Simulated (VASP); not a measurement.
# AlN (Cmcm) in VASP: notebook, part 2 of 2

VASP 6.6.1. Earlier steps stand in the parts before.

**4. Single point, PBE**

This run uses another cell than the first one, of 8.86 Å³/atom, 1.025 times its volume.

The input, INCAR:

```
  PREC = Accurate
  ENCUT = 520
  EDIFF = 1E-7
  ISMEAR = 0
  SIGMA = 0.05
  LREAL = F
  LASPH = T
  NELM = 100
  ALGO = Normal
  ISIF = 2
  LWAVE = F
  LCHARG = F
  GGA = PE
  NBANDS = 16
```

The input, KPOINTS:

```
Automatic mesh
0
Gamma
  8 8 6
```

The input, POSCAR:

```
AlN
1.0
    0.0000000000     -2.0693064083     -2.0693064083
    0.0000000000      2.0693064083     -2.0693064083
    4.1386128164      0.0000000000      0.0000000000
Al N
2 2
Direct
    0.5115952475      0.4884047525      0.0000000000
   -0.0115952475      0.0115952475      0.5000000000
    0.4957933423      0.5042066577      0.5000000000
    0.0042066577      0.9957933423      0.0000000000
```

Potentials or basis: VASP PAW PBE potentials, release 64 (Al, N).

On the command line:

```sh
$ cat potpaw_PBE.64/Al/POTCAR potpaw_PBE.64/N/POTCAR > POTCAR
$ mpirun -np 1 vasp_std > vasp.out
```

OUTCAR:

```text
PREC = Accurate
   ENCUT = 520
   EDIFF = 1E-7
   ISMEAR = 0
   LREAL = F
   LASPH = T
   NELM = 100
   ISIF = 2
   GGA = PE

 ion  position               nearest neighbor table
   1  0.512  0.488  0.000-   4 2.04   4 2.07   4 2.07   3 2.07   3 2.07   4 2.10   2 2.86   2 2.86
                             2 2.93   2 2.93   2 2.93   2 2.93   2 3.00   2 3.00
   2  0.988  0.012  0.500-   3 2.04   3 2.07   3 2.07   4 2.07   4 2.07   3 2.10   1 2.86   1 2.86
                             1 2.93   1 2.93   1 2.93   1 2.93   1 3.00   1 3.00
   3  0.496  0.504  0.500-   2 2.04   2 2.07   2 2.07   1 2.07   1 2.07   2 2.10
   4  0.004  0.996  0.000-   1 2.04   1 2.07   1 2.07   2 2.07   2 2.07   1 2.10

  LATTYP: Found a simple tetragonal cell.
 ALAT       =     2.9264411873
 C/A-ratio  =     1.4142135623

  Lattice vectors:

 A1 = (   0.0000000000,  -2.0693064083,  -2.0693064083)
 A2 = (   0.0000000000,   2.0693064083,  -2.0693064083)
 A3 = (   4.1386128164,   0.0000000000,   0.0000000000)

Analysis of symmetry for initial positions (statically):
=====================================================================
 Subroutine PRICEL returns:
 Original cell was already a primitive cell.

 Routine SETGRP: Setting up the symmetry group for a
 simple tetragonal supercell.

 Subroutine GETGRP returns: Found  8 space group operations
 (whereof  4 operations were pure point group operations)
 out of a pool of 16 trial point group operations.

The static configuration has the point symmetry C_2v.
 The point group associated with its full space group is D_2h.

Analysis of symmetry for dynamics (positions and initial velocities):
=====================================================================
 Subroutine PRICEL returns:
 Original cell was already a primitive cell.

 Routine SETGRP: Setting up the symmetry group for a
 simple tetragonal supercell.

 Subroutine GETGRP returns: Found  8 space group operations
 (whereof  4 operations were pure point group operations)
[... 124 lines left out ...]
   IALGO  =     38    algorithm
   IMIX   =      4    mixing-type and parameters
     AMIX     =   0.40;   BMIX     =  1.00
     AMIX_MAG =   1.60;   BMIX_MAG =  1.00
  volume/ion in A,a.u.               =       8.86        59.80
  Fermi-wavevector in a.u.,A,eV,Ry     =   1.255847  2.373206 21.458447  1.577151
  Thomas-Fermi vector in A             =   2.389584
   LORBIT       =      0    0 simple, 1 ext, 2 COOP (PROOUT), +10 PAW based schemes
   GGA     = PE    functional components
   LHFCALC =     F    Hartree Fock is set to
   AEXX    =    0.0000 exact exchange contribution
   IVDW    =     0    specifies the selected vdW correction
   LEPSILON=     F    determine dielectric tensor
   LRPA    =     F    only Hartree local field effects (RPA)
 non-spin polarized calculation
 Gauss-broadening in eV      SIGMA  =   0.05
  energy-cutoff  :      520.00
  volume of cell :       35.44
 maximum number of plane-waves:       999
 NGX is ok and might be reduce to    24
   NGX = 11   NGY = 11   NGZ = 15

 number of electron      15.9999999 magnetization

 Free energy of the ion-electron system (eV)
  ---------------------------------------------------
  ext. energy  EPLUGINS =         0.00000000
  ---------------------------------------------------
  free energy    TOTEN  =       -29.00469671 eV

  energy without entropy =      -29.00469671  energy(sigma->0) =      -29.00469671

 E-fermi :   9.3291     XC(G=0): -11.9620

 val. band max:        9.0843917487   @ k =   0.0000   0.0000   0.0000
 cond. band min:      13.0247410342   @ k =   0.5000   0.5000   0.0000
 fundamental gap:      3.9403492856
 Fermi energy:         9.3291272092

 k-point     1 :       0.0000    0.0000    0.0000
  band No.  band energies     occupation
      1      -7.8543      2.00000
      2      -3.9820      2.00000
      3       2.1612      2.00000
      4       6.4611      2.00000
      5       6.4631      2.00000
      6       9.0733      2.00000
[... 433 lines left out ...]
      3       2.6482      2.00000
      4       4.8018      2.00000
      5       5.5008      2.00000
      6       7.0618      2.00000
[... 8 lines left out ...]
     15      21.1625      0.00000
     16      22.5571      0.00000

 [... further k-points ...]
[... 5 lines left out ...]
  --------------------------------------------------------------------------------------
  -------------------------------------------------------------------------------------
  Total       -2.5036949     -2.4621585     -2.5829379      0.0000000      0.0000000      0.0000000
  in kB     -113.1768482   -111.2992385   -116.7589403      0.0000000      0.0000000      0.0000000
  external PRESSURE =    -113.7450090 kB  Pullay stress =       0.0000000 kB

 VOLUME and BASIS-vectors are now :
 -----------------------------------------------------------------------------
  energy-cutoff  :      520.00
  volume of cell :       35.44
      direct lattice vectors                 reciprocal lattice vectors
     0.000000000 -2.069306408 -2.069306408     0.000000000 -0.241626855 -0.241626855
     0.000000000  2.069306408 -2.069306408     0.000000000  0.241626855 -0.241626855
     4.138612816  0.000000000  0.000000000     0.241626855  0.000000000  0.000000000

 POSITION                                       TOTAL-FORCE (eV/Angst)
 -----------------------------------------------------------------------------------
      0.00000     -0.04799     -2.06931         0.000000      0.411992      0.000000
      2.06931     -2.02132     -2.06931         0.000000     -0.411992      0.000000
      2.06931      0.01741     -2.06931         0.000000     -0.129495      0.000000
      0.00000      2.05190     -2.06931         0.000000      0.129495      0.000000
 -----------------------------------------------------------------------------------
    total drift:                               -0.000000      0.000000     -0.000000

  FREE ENERGIE OF THE ION-ELECTRON SYSTEM (eV)
  ---------------------------------------------------
  free  energy   TOTEN  =       -29.0046967078 eV

  energy  without entropy=      -29.0046967078  energy(sigma->0) =      -29.00469671
```

OSZICAR:

```text
N       E                     dE             d eps       ncg     rms          rms(c)
DAV:   1     0.332382181043E+02    0.33238E+02   -0.72775E+03  2688   0.919E+02
DAV:   2    -0.296045342694E+02   -0.62843E+02   -0.56861E+02  3752   0.176E+02
DAV:   3    -0.323726698727E+02   -0.27681E+01   -0.27572E+01  3240   0.374E+01
DAV:   4    -0.323856727277E+02   -0.13003E-01   -0.13002E-01  3280   0.289E+00
DAV:   5    -0.323857974470E+02   -0.12472E-03   -0.12472E-03  3192   0.295E-01    0.104E+01
DAV:   6    -0.290178776948E+02    0.33679E+01   -0.70320E+00  3328   0.198E+01    0.349E+00
DAV:   7    -0.290198936753E+02   -0.20160E-02   -0.50042E-01  2784   0.512E+00    0.253E+00
DAV:   8    -0.290082670185E+02    0.11627E-01   -0.48412E-02  2880   0.193E+00    0.606E-01
DAV:   9    -0.290045505222E+02    0.37165E-02   -0.71806E-03  3344   0.689E-01    0.226E-01
DAV:  10    -0.290047982171E+02   -0.24769E-03   -0.14681E-03  3320   0.257E-01    0.134E-01
DAV:  11    -0.290046962368E+02    0.10198E-03   -0.22874E-04  3240   0.115E-01    0.224E-02
DAV:  12    -0.290046970060E+02   -0.76914E-06   -0.96646E-06  3160   0.245E-02    0.534E-03
DAV:  13    -0.290046967611E+02    0.24483E-06   -0.76510E-07  3368   0.692E-03    0.672E-04
DAV:  14    -0.290046967078E+02    0.53362E-07   -0.44268E-08  1728   0.182E-03
   1 F= -.29004697E+02 E0= -.29004697E+02  d E =-.456312E-14
```

stdout:

```text
POSCAR found type information on POSCAR AlN
 POSCAR found :  2 types and       4 ions
 scaLAPACK will be used
 LDA part: xc-table for (Slater+PW92), standard interpolation
 POSCAR, INCAR and KPOINTS ok, starting setup
 FFT: planning ... GRIDC
 FFT: planning ... GRID_SOFT
 FFT: planning ... GRID
 WAVECAR not read
 entering main loop
```

Run time: 32 s. Hardware: 1 thread of Intel Xeon Platinum 8259CL at 2.50GHz (Skylake/Cascade Lake), shared host; peak memory 0.16 GiB.

Results:

```yaml
Free_energy: -29.0047 eV
Pressure: -11.4 GPa
Largest_force: 0.412 eV/Å
Band_gap_on_the_k_mesh: 3.94 eV
```

Forces on the atoms (eV/Å):
```
Al   0.000  0.412  0.000
Al   0.000 -0.412  0.000
N    0.000 -0.129  0.000
N    0.000  0.129  0.000
```

Stress tensor (GPa, compression positive):
```
-11.32   0.00   0.00
  0.00 -11.13   0.00
  0.00   0.00 -11.68
```

Levels at points of the mesh, in eV from the valence-band top:
```
           k point  band 6  band 7  band 8  band 9  band 10  band 11
(0.00, 0.00, 0.00)   -0.01    0.00    0.00    3.95     4.69     5.41
(0.50, 0.00, 0.00)   -3.84   -1.02   -1.00    7.78     7.92     9.58
(0.50, 0.50, 0.00)   -2.62   -2.62   -2.62    3.94     3.95     5.39
(0.00, 0.00, 0.50)   -1.52   -1.51   -1.51    6.92     6.92     7.48
(0.50, 0.00, 0.50)   -0.96   -0.95   -0.95    5.69     5.69    10.43
(0.50, 0.50, 0.50)   -5.33   -3.74   -3.74    7.37     7.37    10.30
```

A k mesh can miss the band edges.
